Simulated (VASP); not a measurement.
Write the native input for VASP 6.6.1 that does the following.

- Task: single point
- Functional: PBE
- Potentials or basis: VASP PAW PBE potentials, release 64 (Pb_d, Se)
- Cutoff: 520 eV
- k mesh: 10 × 10 × 10
- Occupations: gaussian, width 0.03 eV
- Spin: no spin polarisation
- Dipole correction: no
- Further INCAR settings: ALGO = Normal; EDIFF = 1e-06; NBANDS = 17

The structure of PbSe lies in POSCAR:

```
PbSe
1.0
    0.0000000000      3.0621500000      3.0621500000
    3.0621500000      0.0000000000      3.0621500000
    3.0621500000      3.0621500000      0.0000000000
Pb Se
1 1
Direct
    0.0000000000      0.0000000000      0.0000000000
    0.5816419836      0.5816419836      0.4183580164
```

This cell differs from its parent crystal: all Se atoms moved -0.500 Å, as atom 2 towards its neighbour atom 1 (Pb) at 3.062 Å.

One way to write it, as run:

INCAR

```
ALGO     = Normal         # electronic algorithm
EDIFF    = 1E-6           # SCF threshold, eV
ENCUT    = 520            # plane-wave cutoff, eV
GGA      = PE             # functional
ISIF     = 2              # what is computed and relaxed
ISMEAR   = 0              # smearing method
LASPH    = T              # aspherical terms in the spheres
LCHARG   = T              # write CHGCAR
LELF     = T              # ELF
LREAL    = F              # projectors in reciprocal space
LVHAR    = T            
LWAVE    = F              # write WAVECAR
NBANDS   = 17             # bands
NELM     = 60             # most SCF steps
PREC     = Accurate       # precision mode
SIGMA    = 0.03           # smearing width, eV
```

KPOINTS

```
k-points
0
Gamma
  10 10 10
```

Potentials or basis: VASP PAW PBE potentials, release 64 (Pb_d, Se).

Command:

```sh
$ cat potpaw_PBE.64/Pb_d/POTCAR potpaw_PBE.64/Se/POTCAR > POTCAR
$ mpirun -np 1 vasp_std > vasp.out
```

Results of the run:

| Item | Value |
| --- | --- |
| Pressure | 6.7 GPa |
| Largest force | 1.870 eV/Å |
| Band gap on the k mesh | 1.32 eV, indirect (least direct gap 1.45 eV) |

Caveat: the cell differs from its parent crystal (all Se atoms moved -0.500 Å, as atom 2 towards its neighbour atom 1 (Pb) at 3.062 Å); spin-orbit coupling is left out, which moves the levels of the heavy elements; forces of over 1 eV/Å act on the atoms, so gaps and moduli don't describe the material at rest.

It took 52 s on 1 thread of Intel(R) Xeon(R) Platinum 8259CL CPU @ 2.50GHz (Skylake/Cascade Lake) (shared host), peak memory 0.24 GiB.
